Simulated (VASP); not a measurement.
# Li2NbO6 (P-3m1) in VASP: notebook

Runs on Li2NbO6. Level: PBE. Tasks: single point.

Program: VASP 6.6.1. These are calculated values, not measurements. Logs are shortened: lines on timing, memory, paths and dates and some standing lists are left out, and cuts for length are marked.

### Step 1. The cell of the first run

It takes space group P-3m1 (No. 164, trigonal). The conventional cell has a = 5.884 Å, b = 5.884 Å, c = 4.942 Å, α = 90.00°, β = 90.00°, γ = 120.00°. Li (site symmetry 3m) has 12 O at 2.94 to 3.00 Å and 3 Nb at 3.61 Å within 3.9 Å. Nb (site symmetry -3m) has 6 O at 2.10 Å within 2.8 Å. O (site symmetry m) has 1 Nb at 2.10 Å within 2.8 Å.

### Step 2. Single point, PBE

INCAR reads:

```
ALGO = Normal ; EDIFF = 1E-6
ENCUT = 520 ; GGA = PE
ISIF = 2 ; ISMEAR = 0
LASPH = True ; LCHARG = False
LREAL = False ; LWAVE = False
NBANDS = 38 ; NELM = 60
PREC = Accurate ; SIGMA = 0.1
```

KPOINTS reads:

```
k-points
0
Gamma
  3 3 4
```

POSCAR reads:

```
Li2NbO6
1.0
    5.8835700000      0.0000000000      0.0000000000
   -2.9417850000      5.0953210800      0.0000000000
    0.0000000000      0.0000000000      4.9421988000
Li Nb O
2 1 6
Direct
    0.3333333300      0.6666666700      0.7500000000
    0.6666666700      0.3333333300      0.2500000000
    0.0000000000      0.0000000000      0.0000000000
    0.8333333300      0.6666666700      0.7500000000
    0.3333333300      0.1666666700      0.7500000000
    0.8333333300      0.1666666700      0.7500000000
    0.1666666700      0.3333333300      0.2500000000
    0.6666666700      0.8333333300      0.2500000000
    0.1666666700      0.8333333300      0.2500000000
```

Potentials or basis: VASP PAW PBE potentials, release 64 (Li_sv, Nb_sv, O).

Launch:

```console
> cat potpaw_PBE.64/Li_sv/POTCAR potpaw_PBE.64/Nb_sv/POTCAR potpaw_PBE.64/O/POTCAR > POTCAR
> mpirun -np 1 vasp_std > vasp.out
```

OUTCAR:

```text
EDIFF = 1E-6
   ENCUT = 520
   GGA = PE
   ISIF = 2
   ISMEAR = 0
   LASPH = True
   LREAL = False
   NELM = 60
   PREC = Accurate

 ion  position               nearest neighbor table
   1  0.333  0.667  0.750-
   2  0.667  0.333  0.250-
   3  0.000  0.000  0.000-   4 2.10   7 2.10   5 2.10   8 2.10   6 2.10   9 2.10
   4  0.833  0.667  0.750-   3 2.10
   5  0.333  0.167  0.750-   3 2.10
   6  0.833  0.167  0.750-   3 2.10
   7  0.167  0.333  0.250-   3 2.10
   8  0.667  0.833  0.250-   3 2.10
   9  0.167  0.833  0.250-   3 2.10

  LATTYP: Found a hexagonal cell.
 ALAT       =     5.8835700000
 C/A-ratio  =     0.8400000000

  Lattice vectors:

 A1 = (   5.8835700000,   0.0000000000,   0.0000000000)
 A2 = (  -2.9417850000,   5.0953210800,   0.0000000000)
 A3 = (   0.0000000000,   0.0000000000,   4.9421988000)

Analysis of symmetry for initial positions (statically):
=====================================================================
 Subroutine PRICEL returns:
 Original cell was already a primitive cell.

 Routine SETGRP: Setting up the symmetry group for a
 hexagonal supercell.

 Subroutine GETGRP returns: Found 12 space group operations
 (whereof 12 operations were pure point group operations)
 out of a pool of 24 trial point group operations.

The static configuration has the point symmetry D_3d.

Analysis of symmetry for dynamics (positions and initial velocities):
=====================================================================
 Subroutine PRICEL returns:
 Original cell was already a primitive cell.

 Routine SETGRP: Setting up the symmetry group for a
 hexagonal supercell.

 Subroutine GETGRP returns: Found 12 space group operations
 (whereof 12 operations were pure point group operations)
 out of a pool of 24 trial point group operations.

The dynamic configuration has the point symmetry D_3d.

 Subroutine INISYM returns: Found 12 space group operations
 (whereof 12 operations are pure point group operations),
 and found     1 'primitive' translations

----------------------------------------------------------------------------------------

                                     Primitive cell

[... 91 lines left out ...]
   EDIFFG = 0.1E-04   stopping-criterion for IOM
   NSW    =      0    number of steps for IOM
   IBRION =     -1    ionic relax: 0-MD 1-quasi-New 2-CG
   NFREE  =      0    steps in history (QN), initial steepest desc. (CG)
   ISIF   =      2    stress and relaxation
   ISYM   =      2    0-nonsym 1-usesym 2-fastsym
   POTIM  = 0.5000    time-step for ionic-motion
   TEBEG  =    0.0;   TEEND  =   0.0 temperature during run
   PSTRESS=    0.0 pullay stress
   NELECT =      55.0000    total number of electrons
   NUPDOWN=      -1.0000    fix difference up-down
   EMIN   =  10.00;   EMAX   =-10.00  energy-range for DOS
   EFERMI =   0.00;   METHOD = LEGACY
   ISMEAR =     0;   SIGMA  =   0.10  broadening in eV -4-tet -1-fermi 0-gaus
   EFERMI_NEDOS =   21; number of points for ismear=-14 and -15
   IALGO  =     38    algorithm
   IMIX   =      4    mixing-type and parameters
     AMIX     =   0.40;   BMIX     =  1.00
     AMIX_MAG =   1.60;   BMIX_MAG =  1.00
  volume/ion in A,a.u.               =      16.46       111.09
  Fermi-wavevector in a.u.,A,eV,Ry     =   1.176571  2.223397 18.834810  1.384319
  Thomas-Fermi vector in A             =   2.312933
   LORBIT       =      0    0 simple, 1 ext, 2 COOP (PROOUT), +10 PAW based schemes
   GGA     = PE    functional components
   LHFCALC =     F    Hartree Fock is set to
   AEXX    =    0.0000 exact exchange contribution
   IVDW    =     0    specifies the selected vdW correction
   LEPSILON=     F    determine dielectric tensor
   LRPA    =     F    only Hartree local field effects (RPA)
 non-spin polarized calculation
 Gauss-broadening in eV      SIGMA  =   0.10
  energy-cutoff  :      520.00
  volume of cell :      148.16
 maximum number of plane-waves:      4026
 NGX is ok and might be reduce to    48
   NGX = 21   NGY = 21   NGZ = 19

 number of electron      54.9999987 magnetization

 Free energy of the ion-electron system (eV)
  ---------------------------------------------------
  ext. energy  EPLUGINS =         0.00000000
  ---------------------------------------------------
  free energy    TOTEN  =       -48.97968198 eV

  energy without entropy =      -48.86317346  energy(sigma->0) =      -48.92142772

 E-fermi :  -1.1294     XC(G=0):  -8.2126

 val. band max:       -1.1398387775   @ k =   0.3333   0.0000   0.2500
 cond. band min:      -1.1184317894   @ k =   0.3333   0.0000   0.0000
 fundamental gap:      0.0214069881
 Fermi energy:        -1.1294123223

 k-point     1 :       0.0000    0.0000    0.0000
  band No.  band energies     occupation
      1     -55.8150      2.00000
      2     -46.1884      2.00000
      3     -46.1882      2.00000
      4     -31.8258      2.00000
      5     -31.8258      2.00000
      6     -31.7935      2.00000
[... 399 lines left out ...]
     37       6.8193      0.00000
     38       7.7241      0.00000

------------------------ aborting loop because EDIFF is reached ----------------------------------------

  FORCE on cell =-STRESS in cart. coord.  units (eV):
  Direction    XX          YY          ZZ          XY          YZ          ZX
  --------------------------------------------------------------------------------------
  -------------------------------------------------------------------------------------
  Total      -13.8163516    -13.8163516    -15.1078692     -0.0000000      0.0000000      0.0000000
  in kB     -149.4071107   -149.4071104   -163.3733095     -0.0000000      0.0000000      0.0000000
  external PRESSURE =    -154.0625102 kB  Pullay stress =       0.0000000 kB

 VOLUME and BASIS-vectors are now :
 -----------------------------------------------------------------------------
  energy-cutoff  :      520.00
  volume of cell :      148.16
      direct lattice vectors                 reciprocal lattice vectors
     5.883570000  0.000000000  0.000000000     0.169964834  0.098129243  0.000000000
    -2.941785000  5.095321080  0.000000000     0.000000000  0.196258486  0.000000000
     0.000000000  0.000000000  4.942198800     0.000000000  0.000000000  0.202339088

 POSITION                                       TOTAL-FORCE (eV/Angst)
 -----------------------------------------------------------------------------------
     -0.00000      3.39688      3.70665         0.000000     -0.000000     -0.278636
      2.94179      1.69844      1.23555         0.000000     -0.000000      0.278636
      0.00000      0.00000      0.00000         0.000000     -0.000000      0.000000
      2.94178      3.39688      3.70665         0.000000      1.394575      1.260077
      1.47089      0.84922      3.70665        -1.207737     -0.697288      1.260077
      4.41268      0.84922      3.70665         1.207737     -0.697288      1.260077
      0.00000      1.69844      1.23555         0.000000     -1.394575     -1.260077
      1.47089      4.24610      1.23555         1.207737      0.697288     -1.260077
     -1.47089      4.24610      1.23555        -1.207737      0.697288     -1.260077
 -----------------------------------------------------------------------------------
    total drift:                                0.000000     -0.000000      0.000000

  FREE ENERGIE OF THE ION-ELECTRON SYSTEM (eV)
  ---------------------------------------------------
  free  energy   TOTEN  =       -48.9796819762 eV

  energy  without entropy=      -48.8631734558  energy(sigma->0) =      -48.92142772
```

stdout:

```text
POSCAR found type information on POSCAR LiNbO
 POSCAR found :  3 types and       9 ions
 scaLAPACK will be used
 LDA part: xc-table for (Slater+PW92), standard interpolation
 POSCAR, INCAR and KPOINTS ok, starting setup
 FFT: planning ... GRIDC
 FFT: planning ... GRID_SOFT
 FFT: planning ... GRID
 WAVECAR not read
 entering main loop
```

Run time: 2.4 min. Hardware: 1 thread of AMD EPYC 7R13, shared host; peak memory 0.27 GiB.

What came out:

* Free energy: -48.9797 eV
* Largest force: 1.880 eV/Å

Forces in eV/Å, atoms in the order of the input:
```
Li   0.000  0.000 -0.279
Li   0.000  0.000  0.279
Nb   0.000  0.000  0.000
O    0.000  1.395  1.260
O   -1.208 -0.697  1.260
O    1.208 -0.697  1.260
O    0.000 -1.395 -1.260
O    1.208  0.697 -1.260
O   -1.208  0.697 -1.260
```

Caveat: the k points lie up to 0.41 Å⁻¹ apart; the cutoff is under 1.25 times the usual one of these potentials, so pressure, stress and relaxed cells hold a basis-set (Pulay) error; an odd number of electrons without spin polarisation forces a metal; a magnetic or distorted state may lie lower.

### Step 3. Single point, PBE, collinear spin, ferrimagnetic start

This run uses another cell than the first one, of 13.67 Å³/atom, 0.830 times its volume.

INCAR reads:

```
ALGO = Normal
EDIFF = 1E-6
ENCUT = 520
GGA = PE
ISIF = 2
ISMEAR = 0
ISPIN = 2
LASPH = T
LCHARG = T
LELF = T
LMAXMIX = 4
LORBIT = 11
LREAL = F
LVHAR = T
LWAVE = F
MAGMOM = 0 0 -0.11 0.83 0.83 0.83 0.83 0.83 0.83
NBANDS = 42
NELM = 150
PREC = Accurate
SIGMA = 0.1
```

KPOINTS is that of step 2.

POSCAR reads:

```
Li2NbO6
1.0
    5.9792234383      0.0000000000      0.0000000000
   -2.9896117191      5.1781593924      0.0000000000
    0.0000000000      0.0000000000      3.9735448457
Li Nb O
2 1 6
Direct
    0.3333333333      0.6666666667      0.4354307944
    0.6666666667      0.3333333333      0.5645692056
    0.0000000000      0.0000000000      0.0000000000
    0.8402948938      0.6805897876      0.7195940159
    0.3194102124      0.1597051062      0.7195940159
    0.8402948938      0.1597051062      0.7195940159
    0.1597051062      0.3194102124      0.2804059841
    0.6805897876      0.8402948938      0.2804059841
    0.1597051062      0.8402948938      0.2804059841
```

Potentials or basis: VASP PAW PBE potentials, release 64 (Li_sv, Nb_sv, O).

Launch:

```console
> cat potpaw_PBE.64/Li_sv/POTCAR potpaw_PBE.64/Nb_sv/POTCAR potpaw_PBE.64/O/POTCAR > POTCAR
> mpirun -np 1 vasp_std > vasp.out
```

OUTCAR:

```text
EDIFF = 1E-6
   ENCUT = 520
   GGA = PE
   ISIF = 2
   ISMEAR = 0
   ISPIN = 2
   LASPH = T
   LORBIT = 11
   LREAL = F
   NELM = 150
   PREC = Accurate

 ion  position               nearest neighbor table
   1  0.333  0.667  0.435-   9 1.90   7 1.90   8 1.90
   2  0.667  0.333  0.565-   6 1.90   4 1.90   5 1.90
   3  0.000  0.000  0.000-   4 1.99   7 1.99   6 1.99   9 1.99   8 1.99   5 1.99
   4  0.840  0.681  0.720-   2 1.90   3 1.99
   5  0.319  0.160  0.720-   2 1.90   3 1.99
   6  0.840  0.160  0.720-   2 1.90   3 1.99
   7  0.160  0.319  0.280-   1 1.90   3 1.99
   8  0.681  0.840  0.280-   1 1.90   3 1.99
   9  0.160  0.840  0.280-   1 1.90   3 1.99

  LATTYP: Found a hexagonal cell.
 ALAT       =     5.9792234383
 C/A-ratio  =     0.6645586817

  Lattice vectors:

 A1 = (   5.9792234383,   0.0000000000,   0.0000000000)
 A2 = (  -2.9896117191,   5.1781593924,   0.0000000000)
 A3 = (   0.0000000000,   0.0000000000,   3.9735448457)

Analysis of symmetry for initial positions (statically):
=====================================================================
 Subroutine PRICEL returns:
 Original cell was already a primitive cell.

 Routine SETGRP: Setting up the symmetry group for a
 hexagonal supercell.

 Subroutine GETGRP returns: Found 12 space group operations
 (whereof 12 operations were pure point group operations)
 out of a pool of 24 trial point group operations.

The static configuration has the point symmetry D_3d.

Analysis of symmetry for dynamics (positions and initial velocities):
=====================================================================
 Subroutine PRICEL returns:
 Original cell was already a primitive cell.

 Routine SETGRP: Setting up the symmetry group for a
 hexagonal supercell.

 Subroutine GETGRP returns: Found 12 space group operations
 (whereof 12 operations were pure point group operations)
 out of a pool of 24 trial point group operations.

The dynamic configuration has the point symmetry D_3d.

Analysis of structural, dynamic, and magnetic symmetry:
=====================================================================
 Subroutine PRICEL returns:
 Original cell was already a primitive cell.

 Routine SETGRP: Setting up the symmetry group for a
 hexagonal supercell.

 Subroutine GETGRP returns: Found 12 space group operations
 (whereof 12 operations were pure point group operations)
 out of a pool of 24 trial point group operations.

The overall configuration has the point symmetry D_3d.

 Subroutine INISYM returns: Found 12 space group operations
 (whereof 12 operations are pure point group operations),
 and found     1 'primitive' translations

----------------------------------------------------------------------------------------

                                     Primitive cell

  volume of cell :     123.0264

  direct lattice vectors                    reciprocal lattice vectors
     5.979223438  0.000000000  0.000000000     0.167245799  0.096559407  0.000000000
[... 94 lines left out ...]
   TEBEG  =    0.0;   TEEND  =   0.0 temperature during run
   PSTRESS=    0.0 pullay stress
   NELECT =      55.0000    total number of electrons
   NUPDOWN=      -1.0000    fix difference up-down
   EMIN   =  10.00;   EMAX   =-10.00  energy-range for DOS
   EFERMI =   0.00;   METHOD = LEGACY
   ISMEAR =     0;   SIGMA  =   0.10  broadening in eV -4-tet -1-fermi 0-gaus
   EFERMI_NEDOS =   21; number of points for ismear=-14 and -15
   IALGO  =     38    algorithm
   IMIX   =      4    mixing-type and parameters
     AMIX     =   0.40;   BMIX     =  1.00
     AMIX_MAG =   1.60;   BMIX_MAG =  1.00
  volume/ion in A,a.u.               =      13.67        92.25
  Fermi-wavevector in a.u.,A,eV,Ry     =   1.251785  2.365530 21.319851  1.566965
  Thomas-Fermi vector in A             =   2.385716
   LORBIT       =     11    0 simple, 1 ext, 2 COOP (PROOUT), +10 PAW based schemes
   GGA     = PE    functional components
   LHFCALC =     F    Hartree Fock is set to
   AEXX    =    0.0000 exact exchange contribution
   IVDW    =     0    specifies the selected vdW correction
   LEPSILON=     F    determine dielectric tensor
   LRPA    =     F    only Hartree local field effects (RPA)
 spin polarized calculation
 Gauss-broadening in eV      SIGMA  =   0.10
  energy-cutoff  :      520.00
  volume of cell :      123.03
 maximum number of plane-waves:      3327
 NGX is ok and might be reduce to    48
   NGX = 23   NGY = 23   NGZ = 15

 number of electron      54.9999987 magnetization       4.9999997

 Free energy of the ion-electron system (eV)
  ---------------------------------------------------
  ext. energy  EPLUGINS =         0.00000000
  ---------------------------------------------------
  free energy    TOTEN  =       -53.50083549 eV

  energy without entropy =      -53.48422868  energy(sigma->0) =      -53.49253209

 E-fermi :   0.1818     XC(G=0):  -8.7242

 val. band max:        0.1024514131   @ k =   0.3333   0.0000   0.2500
 cond. band min:       0.1985591293   @ k =   0.3333   0.3333   0.0000
 fundamental gap:      0.0961077162
 Fermi energy:         0.1818054060

 spin component 1

 k-point     1 :       0.0000    0.0000    0.0000
  band No.  band energies     occupation
      1     -54.3372      1.00000
      2     -42.6795      1.00000
      3     -42.6774      1.00000
      4     -30.5113      1.00000
      5     -30.5113      1.00000
      6     -30.4715      1.00000
[... 409 lines left out ...]
     38      11.0759      0.00000
     39      11.3678      0.00000
 Fermi energy:         0.1818054060

 spin component 2

 k-point     1 :       0.0000    0.0000    0.0000
  band No.  band energies     occupation
      1     -54.4691      1.00000
      2     -42.6904      1.00000
      3     -42.6884      1.00000
      4     -30.6365      1.00000
      5     -30.6365      1.00000
      6     -30.6111      1.00000
[... 409 lines left out ...]
     38      11.4505      0.00000
     39      11.6900      0.00000
 [bands above 39 left out]

------------------------ aborting loop because EDIFF is reached ----------------------------------------

  FORCE on cell =-STRESS in cart. coord.  units (eV):
  Direction    XX          YY          ZZ          XY          YZ          ZX
  --------------------------------------------------------------------------------------
  -------------------------------------------------------------------------------------
  Total       -0.0757751     -0.0757751     -0.2368817     -0.0000000      0.0000000     -0.0000000
  in kB       -0.9868216     -0.9868216     -3.0849189     -0.0000000      0.0000000     -0.0000000
  external PRESSURE =      -1.6861874 kB  Pullay stress =       0.0000000 kB

 VOLUME and BASIS-vectors are now :
 -----------------------------------------------------------------------------
  energy-cutoff  :      520.00
  volume of cell :      123.03
      direct lattice vectors                 reciprocal lattice vectors
     5.979223438  0.000000000  0.000000000     0.167245799  0.096559407  0.000000000
    -2.989611719  5.178159392  0.000000000     0.000000000  0.193118814  0.000000000
     0.000000000  0.000000000  3.973544846     0.000000000  0.000000000  0.251664456

 POSITION                                       TOTAL-FORCE (eV/Angst)
 -----------------------------------------------------------------------------------
     -0.00000      3.45211      1.73020         0.000000      0.000000      0.011557
      2.98961      1.72605      2.24334         0.000000      0.000000     -0.011557
      0.00000      0.00000      0.00000         0.000000      0.000000      0.000000
      2.98961      3.52420      2.85934         0.000000      0.008473      0.006929
      1.43237      0.82698      2.85934        -0.007337     -0.004236      0.006929
      4.54685      0.82698      2.85934         0.007337     -0.004236      0.006929
      0.00000      1.65396      1.11421        -0.000000     -0.008473     -0.006929
      1.55724      4.35118      1.11421         0.007337      0.004236     -0.006929
     -1.55724      4.35118      1.11421        -0.007337      0.004236     -0.006929
 -----------------------------------------------------------------------------------
    total drift:                               -0.000000      0.000000     -0.000000

  FREE ENERGIE OF THE ION-ELECTRON SYSTEM (eV)
  ---------------------------------------------------
  free  energy   TOTEN  =       -53.5008354865 eV

  energy  without entropy=      -53.4842286845  energy(sigma->0) =      -53.49253209

 total charge

# of ion       s       p       d       tot
------------------------------------------
    1        2.021   0.054   0.000   2.074
    2        2.021   0.054   0.000   2.074
    3        2.214   6.152   2.026  10.393
    4        1.597   3.261   0.000   4.858
    5        1.597   3.261   0.000   4.858
    6        1.597   3.261   0.000   4.858
    7        1.597   3.261   0.000   4.858
    8        1.597   3.261   0.000   4.858
    9        1.597   3.261   0.000   4.858
--------------------------------------------------
tot         15.835  25.826   2.026  43.687

 magnetization (x)

# of ion       s       p       d       tot
------------------------------------------
    1       -0.002  -0.003   0.000  -0.005
    2       -0.002  -0.003   0.000  -0.005
    3       -0.009  -0.006  -0.182  -0.197
    4        0.012   0.715   0.000   0.727
    5        0.012   0.715   0.000   0.727
    6        0.012   0.715   0.000   0.727
    7        0.012   0.715   0.000   0.727
    8        0.012   0.715   0.000   0.727
    9        0.012   0.715   0.000   0.727
--------------------------------------------------
tot          0.060   4.280  -0.182   4.158
```

Run time: 5.1 min. Hardware: 1 thread of AMD EPYC 7R13, shared host; peak memory 0.31 GiB.

What came out:

- Free energy: -53.5008 eV
- Largest force: 0.012 eV/Å
- Band gap on the k mesh: zero (filled and empty bands overlap)
- Net moment: 5.00 μB per cell
- Site moments: Li -0.01; Nb -0.20; O +0.73 μB
- Valence electrons inside the program's atomic spheres: Li 2.07; Nb 10.39; O 4.86

Forces on the atoms (eV/Å):
```
Li   0.000  0.000  0.012
Li   0.000  0.000 -0.012
Nb   0.000  0.000  0.000
O    0.000  0.008  0.007
O   -0.007 -0.004  0.007
O    0.007 -0.004  0.007
O    0.000 -0.008 -0.007
O    0.007  0.004 -0.007
O   -0.007  0.004 -0.007
```

Caveat: the k points lie up to 0.40 Å⁻¹ apart; the cutoff is under 1.25 times the usual one of these potentials, so pressure, stress and relaxed cells hold a basis-set (Pulay) error.

[end of part 1 of 2]
